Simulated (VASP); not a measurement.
# Cu (Im-3m) in VASP: notebook

Cu is run at these levels: PBE; tasks: relaxation of cell and atoms.

All numbers are computed with VASP 6.6.1; they aren't measurements. Logs are shortened: lines on timing, memory, paths and dates and some standing lists are left out, and cuts for length are marked.

**1. The cell of the first run**

It takes space group Im-3m (No. 229, cubic). Conventional cell: a = 2.560 Å, b = 2.560 Å, c = 2.560 Å, α = 90.00°, β = 90.00°, γ = 90.00°. Cu (site symmetry m-3m) has 14 Cu at 2.22 to 2.56 Å within 2.9 Å.

**2. Relaxation of cell and atoms, PBE, target pressure 120 GPa, at which the enthalpy is minimised**

INCAR

```
SYSTEM = Cu
ALGO     = Normal         ! electronic algorithm
EDIFF    = 1E-6           ! SCF threshold, eV
EDIFFG   = -0.005         ! ionic threshold
ENCUT    = 600            ! plane-wave cutoff, eV
GGA      = PE             ! functional
IBRION   = 2              ! ionic algorithm
ISIF     = 3              ! what is computed and relaxed
ISMEAR   = -1             ! smearing method
LASPH    = .TRUE.         ! aspherical terms in the spheres
LCHARG   = .FALSE.        ! write CHGCAR
LREAL    = .FALSE.        ! projectors in reciprocal space
LWAVE    = .FALSE.        ! write WAVECAR
NELM     = 100            ! most SCF steps
NSW      = 60             ! ionic steps
PREC     = Accurate       ! precision mode
PSTRESS  = 1200.0       
SIGMA    = 0.05           ! smearing width, eV
```

KPOINTS

```
k-points
0
G
  21 21 21
  0 0 0
```

POSCAR

```
Cu
1.0
   -1.2800148517      1.2800148517      1.2800148517
    1.2800148517     -1.2800148517      1.2800148517
    1.2800148517      1.2800148517     -1.2800148517
Cu
1
Direct
    0.0000000000      0.0000000000      0.0000000000
```

Potentials or basis: VASP PAW PBE potentials, release 64 (Cu).

Command:

```bash
cat potpaw_PBE.64/Cu/POTCAR > POTCAR
mpirun -np 1 vasp_std > vasp.out
```

OUTCAR:

```text
SYSTEM = Cu
   EDIFF = 1E-6
   EDIFFG = -0.005
   ENCUT = 600
   GGA = PE
   IBRION = 2
   ISIF = 3
   ISMEAR = -1
   LASPH = .TRUE.
   LREAL = .FALSE.
   NELM = 100
   NSW = 60
   PREC = Accurate
   PSTRESS = 1200.0

 ion  position               nearest neighbor table
   1  0.000  0.000  0.000-

  LATTYP: Found a body centered cubic cell.
 ALAT       =     2.5600297034

  Lattice vectors:

 A1 = (  -1.2800148517,   1.2800148517,   1.2800148517)
 A2 = (   1.2800148517,  -1.2800148517,   1.2800148517)
 A3 = (   1.2800148517,   1.2800148517,  -1.2800148517)

Analysis of symmetry for initial positions (statically):
=====================================================================
 Subroutine PRICEL returns:
 Original cell was already a primitive cell.

 Routine SETGRP: Setting up the symmetry group for a
 body centered cubic supercell.

 Subroutine GETGRP returns: Found 48 space group operations
 (whereof 48 operations were pure point group operations)
 out of a pool of 48 trial point group operations.

The static configuration has the point symmetry O_h .

Analysis of symmetry for dynamics (positions and initial velocities):
=====================================================================
 Subroutine PRICEL returns:
 Original cell was already a primitive cell.

 Routine SETGRP: Setting up the symmetry group for a
 body centered cubic supercell.

 Subroutine GETGRP returns: Found 48 space group operations
 (whereof 48 operations were pure point group operations)
 out of a pool of 48 trial point group operations.

The dynamic configuration has the point symmetry O_h .

 Subroutine INISYM returns: Found 48 space group operations
 (whereof 48 operations are pure point group operations),
 and found     1 'primitive' translations

----------------------------------------------------------------------------------------

                                     Primitive cell

  volume of cell :       8.3889

  direct lattice vectors                    reciprocal lattice vectors
    -1.280014852  1.280014852  1.280014852     0.000000000  0.390620468  0.390620468
     1.280014852 -1.280014852  1.280014852     0.390620468  0.000000000  0.390620468
     1.280014852  1.280014852 -1.280014852     0.390620468  0.390620468  0.000000000

  length of vectors
     2.217050758  2.217050758  2.217050758     0.552420763  0.552420763  0.552420763

  position of ions in fractional coordinates (direct lattice)
     0.000000000  0.000000000  0.000000000

  ion indices of the primitive-cell ions
   primitive index   ion index
                 1           1

----------------------------------------------------------------------------------------

 KPOINTS: k-points

Automatic generation of k-mesh.
 Grid dimensions read from file:
 generate k-points for:   21   21   21

 Generating k-lattice:

  Cartesian coordinates                     Fractional coordinates (reciprocal lattice)
     0.000000000  0.018600975  0.018600975     0.047619048  0.000000000  0.000000000
     0.018600975  0.000000000  0.018600975     0.000000000  0.047619048  0.000000000
     0.018600975  0.018600975  0.000000000     0.000000000  0.000000000  0.047619048

  Length of vectors
     0.026305751  0.026305751  0.026305751

  Shift w.r.t. Gamma in fractional coordinates (k-lattice)
     0.000000000  0.000000000  0.000000000

 Subroutine IBZKPT returns following result:
 ===========================================

 Found    286 irreducible k-points:

 Following reciprocal coordinates:
            Coordinates               Weight
  0.000000  0.000000  0.000000      1.000000
  0.047619  0.000000  0.000000     12.000000
  0.095238  0.000000  0.000000     12.000000
  0.142857  0.000000  0.000000     12.000000
  0.190476  0.000000  0.000000     12.000000
  0.238095  0.000000  0.000000     12.000000
[... 16 lines left out ...]
  0.142857  0.095238 -0.000000     48.000000
  0.190476  0.095238  0.000000     48.000000
 [... further k-points ...]
   k-points           NKPTS =    286   k-points in BZ     NKDIM =    286   number of bands    NBANDS=      9
   number of dos      NEDOS =    301   number of ions     NIONS =      1
   total plane-waves  NPLWV =   5832
   dimension x,y,z NGX =    18 NGY =   18 NGZ =   18
   dimension x,y,z NGXF=    36 NGYF=   36 NGZF=   36
   ions per type =               1
   NGX,Y,Z   is equivalent  to a cutoff of  13.50, 13.50, 13.50 a.u.
   NGXF,Y,Z  is equivalent  to a cutoff of  26.99, 26.99, 26.99 a.u.
 SYSTEM =  Cu
   PREC   = accura    normal or accurate (medium, high low for compatibility)
   ISTART =      0    job   : 0-new  1-cont  2-samecut
   ICHARG =      2    charge: 1-file 2-atom 10-const
   ISPIN  =      1    spin polarized calculation?
   LNONCOLLINEAR =      F non collinear calculations
   LSORBIT =      F    spin-orbit coupling
   LASPH  =      T    aspherical Exc in radial PAW
   ENCUT  =  600.0 eV  44.10 Ry    6.64 a.u.   4.43  4.43  4.43*2*pi/ulx,y,z
   NELM   =    100;   NELMIN=  2; NELMDL= -5     # of ELM steps
   EDIFF  = 0.1E-05   stopping-criterion for ELM
   LREAL  =      F    real-space projection
   EDIFFG = -.5E-02   stopping-criterion for IOM
   NSW    =     60    number of steps for IOM
   IBRION =      2    ionic relax: 0-MD 1-quasi-New 2-CG
   NFREE  =      1    steps in history (QN), initial steepest desc. (CG)
   ISIF   =      3    stress and relaxation
   ISYM   =      2    0-nonsym 1-usesym 2-fastsym
   POTIM  = 0.5000    time-step for ionic-motion
   TEBEG  =    0.0;   TEEND  =   0.0 temperature during run
   PSTRESS= 1200.0 pullay stress
   NELECT =      11.0000    total number of electrons
   NUPDOWN=      -1.0000    fix difference up-down
   EMIN   =  10.00;   EMAX   =-10.00  energy-range for DOS
   EFERMI =   0.00;   METHOD = LEGACY
   ISMEAR =    -1;   SIGMA  =   0.05  broadening in eV -4-tet -1-fermi 0-gaus
   EFERMI_NEDOS =   21; number of points for ismear=-14 and -15
   IALGO  =     38    algorithm
   IMIX   =      4    mixing-type and parameters
     AMIX     =   0.40;   BMIX     =  1.00
     AMIX_MAG =   1.60;   BMIX_MAG =  1.00
  volume/ion in A,a.u.               =       8.39        56.61
  Fermi-wavevector in a.u.,A,eV,Ry     =   1.791860  3.386124 43.685068  3.210762
  Thomas-Fermi vector in A             =   2.854341
   LORBIT       =      0    0 simple, 1 ext, 2 COOP (PROOUT), +10 PAW based schemes
   GGA     = PE    functional components
   LHFCALC =     F    Hartree Fock is set to
   AEXX    =    0.0000 exact exchange contribution
   IVDW    =     0    specifies the selected vdW correction
   LEPSILON=     F    determine dielectric tensor
   LRPA    =     F    only Hartree local field effects (RPA)
 conjugate gradient relaxation of ions
 non-spin polarized calculation
  energy-cutoff  :      600.00
  volume of cell :        8.39
 maximum number of plane-waves:       321
 NGX is ok and might be reduce to    18
   NGX =  9   NGY =  9   NGZ =  9

--------------------------------------- Ionic step        1  -------------------------------------------

 number of electron      10.9999986 magnetization

 Free energy of the ion-electron system (eV)
  ---------------------------------------------------
  ext. energy  EPLUGINS =         0.00000000
  ---------------------------------------------------
  free energy    TOTEN  =        -2.71456927 eV

  energy without entropy =       -2.71285353  energy(sigma->0) =       -2.71371140

------------------------ aborting loop because EDIFF is reached ----------------------------------------

  FORCE on cell =-STRESS in cart. coord.  units (eV):
  Direction    XX          YY          ZZ          XY          YZ          ZX
  --------------------------------------------------------------------------------------
  -------------------------------------------------------------------------------------
  Total        6.4214768      6.4214768      6.4214768     -0.0000000     -0.0000000      0.0000000
  in kB     1226.4235637   1226.4235637   1226.4235637     -0.0000000     -0.0000000      0.0000000
  external PRESSURE =      26.4235637 kB  Pullay stress =    1200.0000000 kB
[... 59 lines left out ...]
  enthalpy is  TOTEN    =         3.5724372943 eV   P V=        6.4097759585

--------------------------------------- Ionic step        3  -------------------------------------------

 number of electron      10.9999987 magnetization

 Free energy of the ion-electron system (eV)
  ---------------------------------------------------
  ext. energy  EPLUGINS =         0.00000000
  ---------------------------------------------------
  free energy    TOTEN  =        -2.74082167 eV

  energy without entropy =       -2.73909411  energy(sigma->0) =       -2.73995789

 E-fermi :  12.6917     XC(G=0): -14.8167

 val. band max:       12.6867391040   @ k =   0.2381   0.2381   0.0000
 cond. band min:      12.8037412185   @ k =  -0.3810   0.4286   0.1429
 fundamental gap:      0.1170021145
 Fermi energy:        12.6916969258

 k-point     1 :       0.0000    0.0000    0.0000
  band No.  band energies     occupation
      1       0.3789      2.00000
      2       8.1985      2.00000
      3       8.1985      2.00000
      4       8.1985      2.00000
      5       9.8513      2.00000
      6       9.8513      2.00000
      7      40.8911      0.00000
      8      40.8911      0.00000
      9      40.8911      0.00000
[... 265 lines left out ...]
 k-point    24 :       0.1905    0.0952    0.0000
  band No.  band energies     occupation
      1       3.2188      2.00000
      2       7.6320      2.00000
      3       7.8542      2.00000
      4       9.5035      2.00000
      5       9.6674      2.00000
      6      10.0038      2.00000
      7      30.3330      0.00000
      8      33.9450      0.00000
      9      38.4428      0.00000

 [... further k-points ...]
[... 5 lines left out ...]
  --------------------------------------------------------------------------------------
  -------------------------------------------------------------------------------------
  Total        6.3101387      6.3101387      6.3101387      0.0000000      0.0000000      0.0000000
  in kB     1200.1971933   1200.1971933   1200.1971933      0.0000000      0.0000000      0.0000000
  external PRESSURE =       0.1971933 kB  Pullay stress =    1200.0000000 kB
[... 16 lines left out ...]
  FREE ENERGIE OF THE ION-ELECTRON SYSTEM (eV)
  ---------------------------------------------------
  free  energy   TOTEN  =        -2.7408216674 eV

  energy  without entropy=       -2.7390941085  energy(sigma->0) =       -2.73995789

  enthalpy is  TOTEN    =         3.5682803045 eV   P V=        6.3091019719

 reached required accuracy - stopping structural energy minimisation
```

Run time: 51 s. Hardware: 1 thread of AMD EPYC 7R43 (Zen 3), shared host; peak memory 0.11 GiB.

Results:

| Property | Result |
| --- | --- |
| Free energy | -2.7408 eV |
| Relaxed volume | 8.42 Å³/atom |
| Relaxed cell | a = 2.220 Å, b = 2.220 Å, c = 2.220 Å, α = 109.47°, β = 109.47°, γ = 109.47° |
| Space group after relaxing (to 0.05 Å) | Im-3m (No. 229) |
| Energy change on relaxing (the enthalpy is what falls) | -26.3 meV/atom |
| Ionic steps | 3 |
| Pressure after relaxing | 120.0 GPa |

Step by step:
```csv
step,energy change (eV),largest force (eV/Å),pressure (GPa),volume (Å³)
1,0.0000,0.0000,122.64,8.39
2,-0.1228,0.0000,110.24,8.56
3,-0.0263,0.0000,120.02,8.42
```

Final structure:
```
Cu
1.0
    -1.28178    1.28178    1.28178
     1.28178   -1.28178    1.28178
     1.28178    1.28178   -1.28178
Cu
1
Direct
  0.00000 0.00000 0.00000
```

Caveat: the cell is relaxed towards a set pressure, so the enthalpy falls and the energy may rise.

[end of part 1 of 2]
